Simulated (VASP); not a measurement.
A run of VASP 6.6.1:

The input INCAR:

```
SYSTEM = Mn
PREC = Accurate
ENCUT = 520
EDIFF = 1E-7
ISMEAR = -1
SIGMA = 0.1
LREAL = .False.
LASPH = .True.
NELM = 100
ALGO = Normal
ISIF = 2
LWAVE = .False.
LCHARG = .True.
GGA = RE
LELF = .True.
LVHAR = .True.
NBANDS = 20
```

The input KPOINTS:

```
Automatic mesh
0
Gamma
  18 18 18
  0 0 0
```

POSCAR

```
Mn
1.0
    0.0000000000      2.4909911999      2.4909911999
    2.4909911999      0.0000000000      2.4909911999
    2.4909911999      2.4909911999      0.0000000000
Mn
2
Direct
    0.1250000000      0.1250000000      0.1250000000
    0.8750000000      0.8750000000      0.8750000000
```

Potentials or basis: VASP PAW PBE potentials, release 64 (Mn_pv).

Launch:

```sh
$ cat potpaw_PBE.64/Mn_pv/POTCAR > POTCAR
$ mpirun -np 1 vasp_std > vasp.out
```

Hardware: 1 thread of Intel(R) Xeon(R) 6975P-C (Granite Rapids), on a shared host.

**Question.** How long does it take, and how much memory?

**Answer.** It took 49 s on 1 thread of Intel(R) Xeon(R) 6975P-C (Granite Rapids), on a shared host, peak memory 0.22 GiB. Counts: scf iterations 14, k points 195.
